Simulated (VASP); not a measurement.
Runs of VASP 6.6.1 on C. The structure is that of space group Fd-3m (No. 227), or close to it. The cells are those of the table. 

| task | potentials or basis | cell | k mesh | cutoff (eV) | smearing | second run | gap on the mesh (eV) | pressure (GPa) |
| --- | --- | --- | --- | --- | --- | --- | --- | --- |
| single point | VASP PAW PBE potentials, release 64 (C_h) | a = 2.518 Å, angles 60.0°, 2 atoms | 12 × 12 × 12 | 910 | gaussian 0.02 eV | hard_potentials | 4.39 | -0.8 |
| single point | VASP PAW PBE potentials, release 64 (C_h) | a = 2.518 Å, angles 60.0°, 2 atoms | 12 × 12 × 12 | 910 | gaussian 0.05 eV | hard_potentials | 4.39 | -0.8 |
| single point | VASP PAW PBE potentials, release 64 (C) | a = 2.518 Å, angles 60.0°, 2 atoms | 12 × 12 × 12 | 520 | gaussian 0.05 eV | - | 4.36 | 1.1 |
| single point | VASP PAW PBE potentials, release 64 (C) | a = 2.522 Å, angles 60.0°, 2 atoms | 8 × 8 × 8 | 660 | gaussian 0.1 eV | - | 4.33 | -2.3 |
| relaxation of cell and atoms | VASP PAW PBE potentials, release 64 (C) | relaxed from a = 2.522 Å, angles 60.0°, 2 atoms | 12 × 12 × 12 | 600 | gaussian 0.02 eV | - | (a) | 0.0 |
| single point | VASP PAW PBE potentials, release 64 (C) | a = 2.518 Å, angles 60.0°, 2 atoms | 12 × 12 × 12 | 520 | gaussian 0.02 eV | - | 4.36 | 1.1 |

Alike in all rows: level r2SCAN; no spin polarisation.

**Question.** Estimate the missing entries.

**Answer.** (a) 4.35.

Caveats: the PAW data sets were made with another functional, which shifts forces and pressure a little; the cutoff is under 1.25 times the usual one of these potentials, so pressure, stress and relaxed cells hold a basis-set (Pulay) error (some runs).

A k mesh can miss the band edges.
